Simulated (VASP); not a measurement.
# Ag in VASP: single point with PBE

Aim: the single point of Ag with PBE.

All numbers are computed with VASP 6.6.1; they aren't measurements. Logs are shortened: lines on timing, memory, paths and dates and some standing lists are left out, and cuts for length are marked.

**1. The cell of the first run**

The cell holds a slab with vacuum, 4 atoms: a = 2.920 Å, b = 2.920 Å, c = 29.798 Å, α = 90.00°, β = 90.00°, γ = 120.00°.

**2. Single point, PBE**

Input file INCAR:

```
SYSTEM = Ag
PREC = Accurate
ENCUT = 400
EDIFF = 1E-6
ISMEAR = 1
SIGMA = 0.1
LREAL = .False.
LASPH = .True.
NELM = 120
ALGO = Normal
ISIF = 2
LWAVE = .False.
LCHARG = .False.
LDIPOL = .True.
IDIPOL = 3
DIPOL = 0.5 0.5 0.665
GGA = PE
NBANDS = 30
GGA_COMPAT = .False.
NELMDL = -8
```

Input file KPOINTS:

```
Automatic mesh
0
Gamma
  21 21 1
  0 0 0
```

Input file POSCAR:

```
Ag
1.0
    1.4602435423      2.5292160068      0.0000000000
   -2.9204870847      0.0000000000      0.0000000000
    0.0000000000      0.0000000000     29.7978018962
Ag
4
Direct
    0.6666666667      0.3333333333      0.5446999170
    0.3333333333      0.6666666667      0.6243295225
    0.0000000000      1.0000000000      0.7049136724
    0.6666666667      0.3333333333      0.7850494052
```

Potentials or basis: VASP PAW PBE potentials, release 64 (Ag).

Command:

```bash
$ cat potpaw_PBE.64/Ag/POTCAR > POTCAR
$ mpirun -np 1 vasp_std > vasp.out
```

OUTCAR:

```text
SYSTEM = Ag
   PREC = Accurate
   ENCUT = 400
   EDIFF = 1E-6
   ISMEAR = 1
   LREAL = .False.
   LASPH = .True.
   NELM = 120
   ISIF = 2
   GGA = PE
   NELMDL = -8

 ion  position               nearest neighbor table
   1  0.667  0.333  0.545-   2 2.91   2 2.91   2 2.91
   2  0.333  0.667  0.624-   1 2.91   1 2.91   1 2.91   3 2.93   3 2.93   3 2.93
   3  0.000  0.000  0.705-   4 2.92   4 2.92   4 2.92   2 2.93   2 2.93   2 2.93
   4  0.667  0.333  0.785-   3 2.92   3 2.92   3 2.92

  LATTYP: Found a hexagonal cell.
 ALAT       =     2.9204870847
 C/A-ratio  =    10.2030247120

  Lattice vectors:

 A1 = (   1.4602435423,   2.5292160068,   0.0000000000)
 A2 = (  -2.9204870847,   0.0000000000,   0.0000000000)
 A3 = (   0.0000000000,   0.0000000000,  29.7978018962)

Analysis of symmetry for initial positions (statically):
=====================================================================
 Subroutine PRICEL returns:
 Original cell was already a primitive cell.

 Routine SETGRP: Setting up the symmetry group for a
 hexagonal supercell.

 Subroutine GETGRP returns: Found  6 space group operations
 (whereof  6 operations were pure point group operations)
 out of a pool of 24 trial point group operations.

The static configuration has the point symmetry C_3v.

Analysis of symmetry for dynamics (positions and initial velocities):
=====================================================================
 Subroutine PRICEL returns:
 Original cell was already a primitive cell.

 Routine SETGRP: Setting up the symmetry group for a
 hexagonal supercell.

 Subroutine GETGRP returns: Found  6 space group operations
 (whereof  6 operations were pure point group operations)
 out of a pool of 24 trial point group operations.

The dynamic configuration has the point symmetry C_3v.

 Subroutine INISYM returns: Found  6 space group operations
 (whereof  6 operations are pure point group operations),
 and found     1 'primitive' translations

----------------------------------------------------------------------------------------

                                     Primitive cell

  volume of cell :     220.1027

  direct lattice vectors                    reciprocal lattice vectors
     1.460243542  2.529216007  0.000000000     0.000000000  0.395379437  0.000000000
    -2.920487085  0.000000000  0.000000000    -0.342408636  0.197689718  0.000000000
[... 96 lines left out ...]
   ISYM   =      2    0-nonsym 1-usesym 2-fastsym
   POTIM  = 0.5000    time-step for ionic-motion
   TEBEG  =    0.0;   TEEND  =   0.0 temperature during run
   PSTRESS=    0.0 pullay stress
   NELECT =      44.0000    total number of electrons
   NUPDOWN=      -1.0000    fix difference up-down
   EMIN   =  10.00;   EMAX   =-10.00  energy-range for DOS
   EFERMI =   0.00;   METHOD = LEGACY
   ISMEAR =     1;   SIGMA  =   0.10  broadening in eV -4-tet -1-fermi 0-gaus
   EFERMI_NEDOS =   21; number of points for ismear=-14 and -15
   IALGO  =     38    algorithm
   IMIX   =      4    mixing-type and parameters
     AMIX     =   0.40;   BMIX     =  1.00
     AMIX_MAG =   1.60;   BMIX_MAG =  1.00
  volume/ion in A,a.u.               =      55.03       371.33
  Fermi-wavevector in a.u.,A,eV,Ry     =   0.957232  1.808906 12.466926  0.916293
  Thomas-Fermi vector in A             =   2.086232
   LORBIT       =      0    0 simple, 1 ext, 2 COOP (PROOUT), +10 PAW based schemes
   GGA     = PE    functional components
   LHFCALC =     F    Hartree Fock is set to
   AEXX    =    0.0000 exact exchange contribution
   IVDW    =     0    specifies the selected vdW correction
   LEPSILON=     F    determine dielectric tensor
   LRPA    =     F    only Hartree local field effects (RPA)
 non-spin polarized calculation
 Methfessel and Paxton  Order N= 1 SIGMA  =   0.10
  energy-cutoff  :      400.00
  volume of cell :      220.10
 maximum number of plane-waves:      4033
 NGX is ok and might be reduce to    20
   NGX =  9   NGY =  9   NGZ = 97

 dipolmoment           0.000000      0.000000     -0.005911 electrons x Angstroem

 number of electron      44.0000012 magnetization

 dipolmoment           0.000000      0.000000      0.000298 electrons x Angstroem

 Free energy of the ion-electron system (eV)
  ---------------------------------------------------
  ext. energy  EPLUGINS =         0.00000000
  ---------------------------------------------------
  free energy    TOTEN  =       -10.18035369 eV

  energy without entropy =      -10.17955561  energy(sigma->0) =      -10.18008766

 E-fermi :  -0.4695     XC(G=0):  -4.4259

 val. band max:       -0.4860605569   @ k =   0.1429   0.0476   0.0000
 cond. band min:      -0.4419280788   @ k =   0.3333   0.0476   0.0000
 fundamental gap:      0.0441324781
 Fermi energy:        -0.4694812249

 k-point     1 :       0.0000    0.0000    0.0000
  band No.  band energies     occupation
      1      -7.7016      2.00000
      2      -6.8482      2.00000
      3      -6.5459      2.00000
      4      -6.3914      2.00000
      5      -5.2345      2.00000
      6      -5.2029      2.00000
[... 781 lines left out ...]
     29       5.9513      0.00000
     30       7.0045      0.00000

 [... further k-points ...]

------------------------ aborting loop because EDIFF is reached ----------------------------------------

 vacuum level on the upper side and lower side of the slab       (xc-potential included)        -0.017        -0.023

  FORCE on cell =-STRESS in cart. coord.  units (eV):
  Direction    XX          YY          ZZ          XY          YZ          ZX
  --------------------------------------------------------------------------------------
  -------------------------------------------------------------------------------------
  Total       -0.8563565     -0.8563565      0.0647390      0.0000000      0.0000000      0.0000000
  in kB       -6.2336117     -6.2336117      0.4712494      0.0000000      0.0000000      0.0000000
  external PRESSURE =      -3.9986580 kB  Pullay stress =       0.0000000 kB

 VOLUME and BASIS-vectors are now :
 -----------------------------------------------------------------------------
  energy-cutoff  :      400.00
  volume of cell :      220.10
      direct lattice vectors                 reciprocal lattice vectors
     1.460243542  2.529216007  0.000000000     0.000000000  0.395379437  0.000000000
    -2.920487085  0.000000000  0.000000000    -0.342408636  0.197689718  0.000000000
     0.000000000  0.000000000 29.797801896     0.000000000  0.000000000  0.033559522

 POSITION                                       TOTAL-FORCE (eV/Angst)
 -----------------------------------------------------------------------------------
      0.00000      1.68614     16.23086        -0.000000     -0.000000     -0.079256
     -1.46024      0.84307     18.60365        -0.000000     -0.000000      0.089048
      0.00000      0.00000     21.00488        -0.000000     -0.000000     -0.048337
      0.00000      1.68614     23.39275         0.000000      0.000000      0.038545
 -----------------------------------------------------------------------------------
    total drift:                                0.000000      0.000000     -0.001292

  FREE ENERGIE OF THE ION-ELECTRON SYSTEM (eV)
  ---------------------------------------------------
  free  energy   TOTEN  =       -10.1803536887 eV

  energy  without entropy=      -10.1795556146  energy(sigma->0) =      -10.18008766

 vacuum level on the upper side and lower side of the slab         3.973         3.968
```

stdout:

```text
POSCAR found type information on POSCAR Ag
 POSCAR found :  1 types and       4 ions
 scaLAPACK will be used
 LDA part: xc-table for (Slater+PW92), standard interpolation
 POSCAR, INCAR and KPOINTS ok, starting setup
 FFT: planning ... GRIDC
 FFT: planning ... GRID_SOFT
 FFT: planning ... GRID
 WAVECAR not read
 entering main loop
```

Run time: 8.7 min. Hardware: 1 thread of Intel Xeon 8259CL, shared host; peak memory 0.35 GiB.

What came out:

```
Free energy            : -10.1804 eV
Largest force          : 0.089 eV/Å
Band gap on the k mesh : zero (bands 22 and 23 overlap by 6.47 eV)
```

Forces on the atoms (eV/Å):
```
Ag   0.000  0.000 -0.079
Ag   0.000  0.000  0.089
Ag   0.000  0.000 -0.048
Ag   0.000  0.000  0.039
```

Levels at points of the mesh, in eV from the Fermi level:
```csv
k point,band 20,band 21,band 22,band 23,band 24,band 25
"(0.00, 0.00, 0.00)",-3.26,-3.26,-3.07,-3.07,-0.94,0.30
```
